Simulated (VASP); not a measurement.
# CsCl (Pm-3m) in VASP: a series of runs

Runs on CsCl. Level: PBE. Tasks: single point.

All numbers are computed with VASP 6.6.1; they aren't measurements. Logs are shortened: lines on timing, memory, paths and dates and some standing lists are left out, and cuts for length are marked.

### 1 The cell of the first run

Symmetry: Pm-3m, No. 221, cubic system. Conventional cell: a = 4.120 Å, b = 4.120 Å, c = 4.120 Å, α = 90.00°, β = 90.00°, γ = 90.00°. Cs (site symmetry m-3m) has 8 Cl at 3.57 Å and 6 Cs at 4.12 Å within 4.7 Å. Within 4.7 Å of Cl (site symmetry m-3m) lie 8 Cs at 3.57 Å and 6 Cl at 4.12 Å.

### 2 Single point, PBE (34.96 Å³/atom)

File INCAR:

```
SYSTEM = CsCl
  PREC = Accurate
  ENCUT = 500
  EDIFF = 1E-6
  ISMEAR = 0
  SIGMA = 0.02
  LREAL = .FALSE.
  LASPH = .TRUE.
  NELM = 120
  ALGO = Normal
  ISIF = 2
  LWAVE = .FALSE.
  LCHARG = .FALSE.
  GGA = PE
  NBANDS = 15
  GGA_COMPAT = .FALSE.
```

File KPOINTS:

```
Automatic mesh
0
G
  6 6 6
  0 0 0
```

File POSCAR:

```
CsCl
1.0
    4.1197947594      0.0000000000      0.0000000000
    0.0000000000      4.1197947594      0.0000000000
    0.0000000000      0.0000000000      4.1197947594
Cs Cl
1 1
Direct
    0.0000000000      0.0000000000      0.0000000000
    0.5000000000      0.5000000000      0.5000000000
```

Potentials or basis: VASP PAW PBE potentials, release 64 (Cs_sv, Cl).

Started as:

```
$ cat potpaw_PBE.64/Cs_sv/POTCAR potpaw_PBE.64/Cl/POTCAR > POTCAR
$ mpirun -np 1 vasp_std > vasp.out
```

OUTCAR:

```text
SYSTEM = CsCl
   PREC = Accurate
   ENCUT = 500
   EDIFF = 1E-6
   ISMEAR = 0
   LREAL = .FALSE.
   LASPH = .TRUE.
   NELM = 120
   ISIF = 2
   GGA = PE

 ion  position               nearest neighbor table
   1  0.000  0.000  0.000-
   2  0.500  0.500  0.500-

  LATTYP: Found a simple cubic cell.
 ALAT       =     4.1197947594

  Lattice vectors:

 A1 = (   4.1197947594,   0.0000000000,   0.0000000000)
 A2 = (   0.0000000000,   4.1197947594,   0.0000000000)
 A3 = (   0.0000000000,   0.0000000000,   4.1197947594)

Analysis of symmetry for initial positions (statically):
=====================================================================
 Subroutine PRICEL returns:
 Original cell was already a primitive cell.

 Routine SETGRP: Setting up the symmetry group for a
 simple cubic supercell.

 Subroutine GETGRP returns: Found 48 space group operations
 (whereof 48 operations were pure point group operations)
 out of a pool of 48 trial point group operations.

The static configuration has the point symmetry O_h .

Analysis of symmetry for dynamics (positions and initial velocities):
=====================================================================
 Subroutine PRICEL returns:
 Original cell was already a primitive cell.

 Routine SETGRP: Setting up the symmetry group for a
 simple cubic supercell.

 Subroutine GETGRP returns: Found 48 space group operations
 (whereof 48 operations were pure point group operations)
 out of a pool of 48 trial point group operations.

The dynamic configuration has the point symmetry O_h .

 Subroutine INISYM returns: Found 48 space group operations
 (whereof 48 operations are pure point group operations),
 and found     1 'primitive' translations

----------------------------------------------------------------------------------------

                                     Primitive cell

  volume of cell :      69.9241

  direct lattice vectors                    reciprocal lattice vectors
     4.119794759  0.000000000  0.000000000     0.242730538  0.000000000  0.000000000
     0.000000000  4.119794759  0.000000000     0.000000000  0.242730538  0.000000000
     0.000000000  0.000000000  4.119794759     0.000000000  0.000000000  0.242730538

  length of vectors
     4.119794759  4.119794759  4.119794759     0.242730538  0.242730538  0.242730538

  position of ions in fractional coordinates (direct lattice)
     0.000000000  0.000000000  0.000000000
     0.500000000  0.500000000  0.500000000

  ion indices of the primitive-cell ions
   primitive index   ion index
                 1           1
                 2           2

----------------------------------------------------------------------------------------

 KPOINTS: Automatic mesh

Automatic generation of k-mesh.
 Grid dimensions read from file:
 generate k-points for:    6    6    6

 Generating k-lattice:

  Cartesian coordinates                     Fractional coordinates (reciprocal lattice)
     0.040455090  0.000000000  0.000000000     0.166666667  0.000000000  0.000000000
     0.000000000  0.040455090  0.000000000     0.000000000  0.166666667  0.000000000
     0.000000000  0.000000000  0.040455090     0.000000000  0.000000000  0.166666667

  Length of vectors
     0.040455090  0.040455090  0.040455090

  Shift w.r.t. Gamma in fractional coordinates (k-lattice)
     0.000000000  0.000000000  0.000000000

 Subroutine IBZKPT returns following result:
 ===========================================

 Found     20 irreducible k-points:

 Following reciprocal coordinates:
            Coordinates               Weight
  0.000000  0.000000  0.000000      1.000000
  0.166667  0.000000  0.000000      6.000000
  0.333333  0.000000  0.000000      6.000000
  0.500000  0.000000  0.000000      3.000000
  0.166667  0.166667  0.000000     12.000000
  0.333333  0.166667  0.000000     24.000000
[... 12 lines left out ...]
  0.500000  0.500000  0.333333      6.000000
  0.500000  0.500000  0.500000      1.000000
   k-points           NKPTS =     20   k-points in BZ     NKDIM =     20   number of bands    NBANDS=     15
   number of dos      NEDOS =    301   number of ions     NIONS =      2
   total plane-waves  NPLWV =  27000
   dimension x,y,z NGX =    30 NGY =   30 NGZ =   30
   dimension x,y,z NGXF=    60 NGYF=   60 NGZF=   60
   ions per type =               1   1
   NGX,Y,Z   is equivalent  to a cutoff of  12.11, 12.11, 12.11 a.u.
   NGXF,Y,Z  is equivalent  to a cutoff of  24.21, 24.21, 24.21 a.u.
 SYSTEM =  CsCl
   PREC   = accura    normal or accurate (medium, high low for compatibility)
   ISTART =      0    job   : 0-new  1-cont  2-samecut
   ICHARG =      2    charge: 1-file 2-atom 10-const
   ISPIN  =      1    spin polarized calculation?
   LNONCOLLINEAR =      F non collinear calculations
   LSORBIT =      F    spin-orbit coupling
   LASPH  =      T    aspherical Exc in radial PAW
   ENCUT  =  500.0 eV  36.75 Ry    6.06 a.u.   7.51  7.51  7.51*2*pi/ulx,y,z
   NELM   =    120;   NELMIN=  2; NELMDL= -5     # of ELM steps
   EDIFF  = 0.1E-05   stopping-criterion for ELM
   LREAL  =      F    real-space projection
   EDIFFG = 0.1E-04   stopping-criterion for IOM
   NSW    =      0    number of steps for IOM
   IBRION =     -1    ionic relax: 0-MD 1-quasi-New 2-CG
   NFREE  =      0    steps in history (QN), initial steepest desc. (CG)
   ISIF   =      2    stress and relaxation
   ISYM   =      2    0-nonsym 1-usesym 2-fastsym
   POTIM  = 0.5000    time-step for ionic-motion
   TEBEG  =    0.0;   TEEND  =   0.0 temperature during run
   PSTRESS=    0.0 pullay stress
   NELECT =      16.0000    total number of electrons
   NUPDOWN=      -1.0000    fix difference up-down
   EMIN   =  10.00;   EMAX   =-10.00  energy-range for DOS
   EFERMI =   0.00;   METHOD = LEGACY
   ISMEAR =     0;   SIGMA  =   0.02  broadening in eV -4-tet -1-fermi 0-gaus
   EFERMI_NEDOS =   21; number of points for ismear=-14 and -15
   IALGO  =     38    algorithm
   IMIX   =      4    mixing-type and parameters
     AMIX     =   0.40;   BMIX     =  1.00
     AMIX_MAG =   1.60;   BMIX_MAG =  1.00
  volume/ion in A,a.u.               =      34.96       235.94
  Fermi-wavevector in a.u.,A,eV,Ry     =   1.001319  1.892219 13.641749  1.002640
  Thomas-Fermi vector in A             =   2.133734
   LORBIT       =      0    0 simple, 1 ext, 2 COOP (PROOUT), +10 PAW based schemes
   GGA     = PE    functional components
   LHFCALC =     F    Hartree Fock is set to
   AEXX    =    0.0000 exact exchange contribution
   IVDW    =     0    specifies the selected vdW correction
   LEPSILON=     F    determine dielectric tensor
   LRPA    =     F    only Hartree local field effects (RPA)
 non-spin polarized calculation
 Gauss-broadening in eV      SIGMA  =   0.02
  energy-cutoff  :      500.00
  volume of cell :       69.92
 maximum number of plane-waves:      1800
   NGX = 15   NGY = 15   NGZ = 15

 number of electron      16.0000002 magnetization

 Free energy of the ion-electron system (eV)
  ---------------------------------------------------
  ext. energy  EPLUGINS =         0.00000000
  ---------------------------------------------------
  free energy    TOTEN  =        -6.52579934 eV

  energy without entropy =       -6.52579934  energy(sigma->0) =       -6.52579934

 E-fermi :  -0.1795     XC(G=0):  -8.2678

 val. band max:       -0.3040402681   @ k =   0.0000   0.0000   0.0000
 cond. band min:       4.9671955838   @ k =   0.0000   0.0000   0.0000
 fundamental gap:      5.2712358519
 Fermi energy:        -0.1794547358

 k-point     1 :       0.0000    0.0000    0.0000
  band No.  band energies     occupation
      1     -19.6831      2.00000
      2     -12.4852      2.00000
      3      -6.1685      2.00000
      4      -6.1685      2.00000
      5      -6.1685      2.00000
      6      -0.3040      2.00000
      7      -0.3040      2.00000
      8      -0.3040      2.00000
      9       4.9672      0.00000
     10       5.0883      0.00000
     11       5.0883      0.00000
     12       9.7321      0.00000
     13       9.7321      0.00000
     14       9.7321      0.00000
     15      12.9116      0.00000

 k-point     2 :       0.1667    0.0000    0.0000
  band No.  band energies     occupation
      1     -19.6627      2.00000
      2     -12.4953      2.00000
      3      -6.3167      2.00000
      4      -6.1339      2.00000
      5      -6.1339      2.00000
      6      -0.6524      2.00000
      7      -0.3614      2.00000
      8      -0.3614      2.00000
      9       5.2733      0.00000
     10       5.5643      0.00000
     11       5.7720      0.00000
     12       9.5186      0.00000
     13       9.5186      0.00000
     14       9.8895      0.00000
     15      11.4696      0.00000

 k-point     3 :       0.3333    0.0000    0.0000
  band No.  band energies     occupation
      1     -19.6212      2.00000
      2     -12.5186      2.00000
      3      -6.5809      2.00000
      4      -6.0624      2.00000
      5      -6.0624      2.00000
      6      -1.2275      2.00000
      7      -0.4810      2.00000
      8      -0.4810      2.00000
      9       5.7547      0.00000
     10       6.6882      0.00000
     11       7.4807      0.00000
     12       9.2656      0.00000
     13       9.2656      0.00000
     14       9.7546      0.00000
     15      10.2818      0.00000
[... 271 lines left out ...]
 k-point    19 :       0.5000    0.5000    0.3333
  band No.  band energies     occupation
      1     -19.4802      2.00000
      2     -12.3384      2.00000
      3      -6.7673      2.00000
      4      -6.7673      2.00000
      5      -6.5267      2.00000
      6      -1.2381      2.00000
      7      -1.2381      2.00000
      8      -1.1822      2.00000
      9       7.5417      0.00000
     10       8.0023      0.00000
     11       8.0023      0.00000
     12       8.4469      0.00000
     13      10.6467      0.00000
     14      10.6467      0.00000
     15      12.1017      0.00000

 k-point    20 :       0.5000    0.5000    0.5000
  band No.  band energies     occupation
      1     -19.4634      2.00000
      2     -12.3177      2.00000
      3      -6.7031      2.00000
      4      -6.7031      2.00000
      5      -6.7031      2.00000
      6      -1.4060      2.00000
      7      -1.4060      2.00000
      8      -1.4060      2.00000
      9       8.2009      0.00000
     10       8.2009      0.00000
     11       8.2009      0.00000
     12      10.2380      0.00000
     13      10.2380      0.00000
     14      10.2380      0.00000
     15      12.1595      0.00000

------------------------ aborting loop because EDIFF is reached ----------------------------------------

  FORCE on cell =-STRESS in cart. coord.  units (eV):
  Direction    XX          YY          ZZ          XY          YZ          ZX
  --------------------------------------------------------------------------------------
  -------------------------------------------------------------------------------------
  Total        0.4657760      0.4657760      0.4657760      0.0000000      0.0000000     -0.0000000
  in kB       10.6723707     10.6723707     10.6723707      0.0000000      0.0000000     -0.0000000
  external PRESSURE =      10.6723707 kB  Pullay stress =       0.0000000 kB

 VOLUME and BASIS-vectors are now :
 -----------------------------------------------------------------------------
  energy-cutoff  :      500.00
  volume of cell :       69.92
      direct lattice vectors                 reciprocal lattice vectors
     4.119794759  0.000000000  0.000000000     0.242730538  0.000000000  0.000000000
     0.000000000  4.119794759  0.000000000     0.000000000  0.242730538  0.000000000
     0.000000000  0.000000000  4.119794759     0.000000000  0.000000000  0.242730538

 POSITION                                       TOTAL-FORCE (eV/Angst)
 -----------------------------------------------------------------------------------
      0.00000      0.00000      0.00000         0.000000      0.000000      0.000000
      2.05990      2.05990      2.05990         0.000000      0.000000      0.000000
 -----------------------------------------------------------------------------------
    total drift:                                0.000000      0.000000     -0.000000

  FREE ENERGIE OF THE ION-ELECTRON SYSTEM (eV)
  ---------------------------------------------------
  free  energy   TOTEN  =        -6.5257993419 eV

  energy  without entropy=       -6.5257993419  energy(sigma->0) =       -6.52579934
```

Run time: 23 s. Hardware: 1 thread of Intel Xeon 8259CL, shared host; peak memory 0.17 GiB.

Results:

* Free energy: -6.5258 eV
* Pressure: 1.1 GPa
* Band gap on the k mesh: 5.27 eV

Levels at points of the mesh, in eV from the valence-band top:
```csv
k point,band 6,band 7,band 8,band 9,band 10,band 11
"(0.00, 0.00, 0.00)",0.00,0.00,0.00,5.27,5.39,5.39
"(0.50, 0.00, 0.00)",-1.17,-0.24,-0.24,6.41,7.62,8.90
"(0.50, 0.50, 0.00)",-0.43,-0.43,-0.06,5.95,6.03,7.98
"(0.50, 0.50, 0.50)",-1.10,-1.10,-1.10,8.50,8.50,8.50
```

Caveat: spin-orbit coupling is left out, which moves the levels of the heavy elements.

(Continued in part 2 of 2.)
